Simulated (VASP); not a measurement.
# HfC (P6_3/mmc) in VASP: settings compared, part 2 of 2

VASP 6.6.1. Earlier steps stand in the parts before.

### 4 Single point, PBEsol

This run uses another cell than the first one, of 12.02 Å³/atom, 1.029 times its volume.

Input file INCAR:

```
PREC = Accurate
ENCUT = 600
EDIFF = 1E-6
ISMEAR = 0
SIGMA = 0.1
LREAL = F
LASPH = T
NELM = 120
ALGO = Normal
ISIF = 2
LWAVE = F
LCHARG = F
GGA = PS
NBANDS = 22
GGA_COMPAT = F
```

Input file KPOINTS:

```
Automatic mesh
0
Gamma
  15 15 8
```

Input file POSCAR:

```
HfC
1.0
    3.3951150495      0.0000000000      0.0000000000
   -1.6975575247      2.9402558816      0.0000000000
    0.0000000000      0.0000000000      4.8157881598
Hf C
2 2
Direct
    0.6666666667      0.3333333333      0.7500000000
    0.3333333333      0.6666666667      0.2500000000
    0.0000000000      0.0000000000      0.0000000000
    0.0000000000      0.0000000000      0.5000000000
```

Potentials or basis: VASP PAW PBE potentials, release 64 (Hf_pv, C).

On the command line:

```bash
> cat potpaw_PBE.64/Hf_pv/POTCAR potpaw_PBE.64/C/POTCAR > POTCAR
> mpirun -np 1 vasp_std > vasp.out
```

OUTCAR:

```text
PREC = Accurate
   ENCUT = 600
   EDIFF = 1E-6
   ISMEAR = 0
   LREAL = F
   LASPH = T
   NELM = 120
   ISIF = 2
   GGA = PS

 ion  position               nearest neighbor table
   1  0.667  0.333  0.750-   3 2.30   4 2.30   3 2.30   4 2.30   3 2.30   4 2.30   2 3.10   2 3.10
                             2 3.10   2 3.10   2 3.10   2 3.10
   2  0.333  0.667  0.250-   3 2.30   4 2.30   3 2.30   4 2.30   3 2.30   4 2.30   1 3.10   1 3.10
                             1 3.10   1 3.10   1 3.10   1 3.10
   3  0.000  0.000  0.000-   1 2.30   2 2.30   2 2.30   1 2.30   1 2.30   2 2.30
   4  0.000  0.000  0.500-   1 2.30   2 2.30   2 2.30   1 2.30   1 2.30   2 2.30

  LATTYP: Found a hexagonal cell.
 ALAT       =     3.3951150495
 C/A-ratio  =     1.4184462351

  Lattice vectors:

 A1 = (   3.3951150495,   0.0000000000,   0.0000000000)
 A2 = (  -1.6975575247,   2.9402558816,   0.0000000000)
 A3 = (   0.0000000000,   0.0000000000,   4.8157881598)

Analysis of symmetry for initial positions (statically):
=====================================================================
 Subroutine PRICEL returns:
 Original cell was already a primitive cell.

 Routine SETGRP: Setting up the symmetry group for a
 hexagonal supercell.

 Subroutine GETGRP returns: Found 24 space group operations
 (whereof 12 operations were pure point group operations)
 out of a pool of 24 trial point group operations.

The static configuration has the point symmetry D_3d.
 The point group associated with its full space group is D_6h.

Analysis of symmetry for dynamics (positions and initial velocities):
=====================================================================
 Subroutine PRICEL returns:
 Original cell was already a primitive cell.

 Routine SETGRP: Setting up the symmetry group for a
 hexagonal supercell.

[... 126 lines left out ...]
   IALGO  =     38    algorithm
   IMIX   =      4    mixing-type and parameters
     AMIX     =   0.40;   BMIX     =  1.00
     AMIX_MAG =   1.60;   BMIX_MAG =  1.00
  volume/ion in A,a.u.               =      12.02        81.10
  Fermi-wavevector in a.u.,A,eV,Ry     =   1.367178  2.583592 25.431692  1.869177
  Thomas-Fermi vector in A             =   2.493254
   LORBIT       =      0    0 simple, 1 ext, 2 COOP (PROOUT), +10 PAW based schemes
   GGA     = PS    functional components
   LHFCALC =     F    Hartree Fock is set to
   AEXX    =    0.0000 exact exchange contribution
   IVDW    =     0    specifies the selected vdW correction
   LEPSILON=     F    determine dielectric tensor
   LRPA    =     F    only Hartree local field effects (RPA)
 non-spin polarized calculation
 Gauss-broadening in eV      SIGMA  =   0.10
  energy-cutoff  :      600.00
  volume of cell :       48.07
 maximum number of plane-waves:      1651
 NGX is ok and might be reduce to    28
   NGX = 13   NGY = 13   NGZ = 19

 number of electron      28.0000001 magnetization

 Free energy of the ion-electron system (eV)
  ---------------------------------------------------
  ext. energy  EPLUGINS =         0.00000000
  ---------------------------------------------------
  free energy    TOTEN  =       -43.44101402 eV

  energy without entropy =      -43.43861027  energy(sigma->0) =      -43.43981215

 E-fermi :   6.8772     XC(G=0): -12.6474

 val. band max:        6.8261676910   @ k =   0.0667   0.0667   0.0000
 cond. band min:       6.8879303110   @ k =   0.2000   0.2000   0.2500
 fundamental gap:      0.0617626201
 Fermi energy:         6.8771584936

 k-point     1 :       0.0000    0.0000    0.0000
  band No.  band energies     occupation
      1     -23.8725      2.00000
      2     -23.2293      2.00000
      3     -23.2293      2.00000
      4     -23.0625      2.00000
      5     -23.0625      2.00000
      6     -22.8676      2.00000
[... 589 lines left out ...]
     21      14.2062      0.00000
     22      14.5658      0.00000

 [... further k-points ...]

------------------------ aborting loop because EDIFF is reached ----------------------------------------

  FORCE on cell =-STRESS in cart. coord.  units (eV):
  Direction    XX          YY          ZZ          XY          YZ          ZX
  --------------------------------------------------------------------------------------
  -------------------------------------------------------------------------------------
  Total       -1.4342825     -1.4342825      4.7308546     -0.0000000      0.0000000      0.0000000
  in kB      -47.8011431    -47.8011431    157.6678632     -0.0000000      0.0000000      0.0000000
  external PRESSURE =      20.6885257 kB  Pullay stress =       0.0000000 kB

 VOLUME and BASIS-vectors are now :
 -----------------------------------------------------------------------------
  energy-cutoff  :      600.00
  volume of cell :       48.07
      direct lattice vectors                 reciprocal lattice vectors
     3.395115050  0.000000000  0.000000000     0.294540829  0.170053227  0.000000000
    -1.697557525  2.940255882  0.000000000     0.000000000  0.340106453  0.000000000
     0.000000000  0.000000000  4.815788160     0.000000000  0.000000000  0.207650330

 POSITION                                       TOTAL-FORCE (eV/Angst)
 -----------------------------------------------------------------------------------
      1.69756      0.98009      3.61184        -0.000000      0.000000      0.000000
     -0.00000      1.96017      1.20395         0.000000     -0.000000      0.000000
      0.00000      0.00000      0.00000        -0.000000      0.000000      0.000000
      0.00000      0.00000      2.40789        -0.000000      0.000000      0.000000
 -----------------------------------------------------------------------------------
    total drift:                               -0.000000      0.000000     -0.000000

  FREE ENERGIE OF THE ION-ELECTRON SYSTEM (eV)
  ---------------------------------------------------
  free  energy   TOTEN  =       -43.4410140250 eV

  energy  without entropy=      -43.4386102685  energy(sigma->0) =      -43.43981215
```

OSZICAR:

```text
N       E                     dE             d eps       ncg     rms          rms(c)
DAV:   1     0.939464220506E+02    0.93946E+02   -0.16883E+04  5940   0.141E+03
DAV:   2    -0.425336441230E+02   -0.13648E+03   -0.13030E+03  7576   0.309E+02
DAV:   3    -0.481544761415E+02   -0.56208E+01   -0.55753E+01  7710   0.445E+01
DAV:   4    -0.482082230964E+02   -0.53747E-01   -0.53722E-01  7188   0.478E+00
DAV:   5    -0.482088331377E+02   -0.61004E-03   -0.60997E-03  7838   0.457E-01    0.825E+01
DAV:   6    -0.435829575355E+02    0.46259E+01   -0.26934E+01  6998   0.201E+01    0.601E+01
DAV:   7    -0.434749018020E+02    0.10806E+00   -0.18568E+00  6940   0.693E+00    0.200E+01
DAV:   8    -0.434479610170E+02    0.26941E-01   -0.10963E-01  7650   0.184E+00    0.283E+00
DAV:   9    -0.434425748749E+02    0.53861E-02   -0.49523E-02  6966   0.969E-01    0.262E+00
DAV:  10    -0.434410525828E+02    0.15223E-02   -0.82403E-03  7384   0.473E-01    0.437E-01
DAV:  11    -0.434410208842E+02    0.31699E-04   -0.43459E-04  7216   0.142E-01    0.266E-01
DAV:  12    -0.434410137985E+02    0.70857E-05   -0.29438E-05  7706   0.291E-02    0.101E-01
DAV:  13    -0.434410140250E+02   -0.22653E-06   -0.55973E-06  7540   0.135E-02
   1 F= -.43441014E+02 E0= -.43439812E+02  d E =-.240376E-02
```

stdout:

```text
POSCAR found type information on POSCAR HfC
 POSCAR found :  2 types and       4 ions
 scaLAPACK will be used
 -----------------------------------------------------------------------------
|                                                                             |
|                                                                             |
|     You enforced a specific xc type in the INCAR file but a different       |
|     I HOPE YOU KNOW WHAT YOU ARE DOING!                                     |
|                                                                             |
 -----------------------------------------------------------------------------

 LDA part: xc-table for (Slater+PW92), standard interpolation
 POSCAR, INCAR and KPOINTS ok, starting setup
 FFT: planning ... GRIDC
 FFT: planning ... GRID_SOFT
 FFT: planning ... GRID
 WAVECAR not read
 entering main loop
```

Wall time 86 s (1 thread of Intel Xeon 6975P-C, shared host); peak memory 0.3 GiB.

What came out:

```
Free energy            : -43.4410 eV
Pressure               : 2.1 GPa
Band gap on the k mesh : zero (band 14 reaches 7.64 eV, above the bottom of band 15 at 6.64 eV)
```

Caveat: the PAW data sets were made with another functional, which shifts forces and pressure a little; spin-orbit coupling is left out, which moves the levels of the heavy elements.

### 5 Single point, LDA (functional LDA, strained)

INCAR: that of step 4 with these lines changed.

```diff
@@ -12,3 +12,2 @@
 LCHARG = F
-GGA = PS
 NBANDS = 22
```

KPOINTS is that of step 4.

Input file POSCAR:

```
HfC
1.0
    3.4754775494      0.0000000000      0.0000000000
   -1.7377387747      3.0098518481      0.0000000000
    0.0000000000      0.0000000000      5.4091056644
Hf C
2 2
Direct
    0.6666666667      0.3333333333      0.7500000000
    0.3333333333      0.6666666667      0.2500000000
    0.0000000000      0.0000000000      0.0000000000
    0.0000000000      0.0000000000      0.5000000000
```

Potentials or basis: VASP PAW LDA potentials, release 64 (Hf_pv, C).

On the command line:

```bash
> cat potpaw_LDA.64/Hf_pv/POTCAR potpaw_LDA.64/C/POTCAR > POTCAR
> mpirun -np 1 vasp_std > vasp.out
```

Run time: 2.6 min. Hardware: 1 thread of Intel Xeon 6975P-C, shared host; peak memory 0.3 GiB.

Results (log left out):

```yaml
Free_energy: -44.0604 eV
Pressure: -31.8 GPa
Band_gap_on_the_k_mesh: zero (band 14 reaches 6.30 eV, above the bottom of band 15 at 5.08 eV)
```

Stress tensor (GPa, compression positive):
```
-32.64   0.00   0.00
  0.00 -32.64   0.00
  0.00   0.00 -29.98
```

Levels at points of the mesh, in eV from the Fermi level:
| k point | band 12 | band 13 | band 14 | band 15 | band 16 | band 17 |
| --- | --- | --- | --- | --- | --- | --- |
| (0.00, 0.00, 0.00) | -1.18 | -1.18 | 0.78 | 1.16 | 1.16 | 1.55 |
| (0.00, 0.00, 0.50) | -2.48 | -2.48 | -2.48 | 3.24 | 3.24 | 3.29 |

Caveat: the cell differs from its parent crystal (functional LDA, strained); spin-orbit coupling is left out, which moves the levels of the heavy elements.

### 6 Summary

| level | potentials or basis | cell | gap on the mesh (eV) | pressure (GPa) |
| --- | --- | --- | --- | --- |
| LDA | VASP PAW LDA potentials, release 64 (Hf_pv, C) | a = 3.364, b = 3.364, c = 4.767 Å, angles 90.0, 90.0, 120.0°, 4 atoms | none | 5.1 |
| PBEsol | VASP PAW PBE potentials, release 64 (Hf_pv, C) | a = 3.395, b = 3.395, c = 4.816 Å, angles 90.0, 90.0, 120.0°, 4 atoms | none | 2.1 |
| LDA | VASP PAW LDA potentials, release 64 (Hf_pv, C) | a = 3.475, b = 3.475, c = 5.409 Å, angles 90.0, 90.0, 120.0°, 4 atoms | none | -31.8 |

Alike in all rows: task single point; no spin polarisation; k mesh 15 × 15 × 8; cutoff (eV) 600; smearing gaussian 0.1 eV.

Caveats: spin-orbit coupling is left out, which moves the levels of the heavy elements; the PAW data sets were made with another functional, which shifts forces and pressure a little (some runs).

Absolute energies hang on the potentials; compare differences alone.
